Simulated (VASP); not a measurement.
## Na: single point with PBEsol

The system is Na.

```
Na
1.0
     0.00000    3.69141    3.69141
     3.69141    0.00000    3.69141
     3.69141    3.69141    0.00000
Na
2
Direct
  0.12500 0.12500 0.12500
  0.87500 0.87500 0.87500
```

This cell differs from its parent crystal: volume scaled by 0.96.

```
Program                : VASP 6.6.1
Task                   : single point
Functional             : PBEsol
Potentials or basis    : VASP PAW PBE potentials, release 64 (Na_pv)
Cutoff                 : 520 eV
k mesh                 : 8 × 8 × 8
Occupations            : fermi-dirac, width 0.1 eV
Spin                   : no spin polarisation
Dipole correction      : no
Further INCAR settings : ALGO = Normal; EDIFF = 1e-06; NBANDS = 14
```

- Pressure: 0.1 GPa
- Band gap on the k mesh: zero (band 7 reaches 0.04 eV, above the bottom of band 8 at -0.84 eV)

Levels at points of the mesh, in eV from the Fermi level:
| k point | band 4 | band 5 | band 6 | band 7 | band 8 | band 9 | band 10 | band 11 |
| --- | --- | --- | --- | --- | --- | --- | --- | --- |
| (0.00, 0.00, 0.00) | -25.26 | -25.26 | -25.26 | -2.67 | 4.84 | 4.84 | 4.84 | 5.14 |
| (0.50, 0.00, 0.00) | -25.27 | -25.26 | -25.26 | -0.80 | -0.35 | 4.09 | 4.09 | 4.78 |
| (0.50, 0.50, 0.00) | -25.29 | -25.26 | -25.26 | 0.08 | 0.08 | 2.52 | 2.52 | 3.16 |

It took 29 s on 1 thread of Intel(R) Xeon(R) Platinum 8488C (Sapphire Rapids) (shared host), peak memory 0.23 GiB.

Caveat: the PAW data sets were made with another functional, which shifts forces and pressure a little.
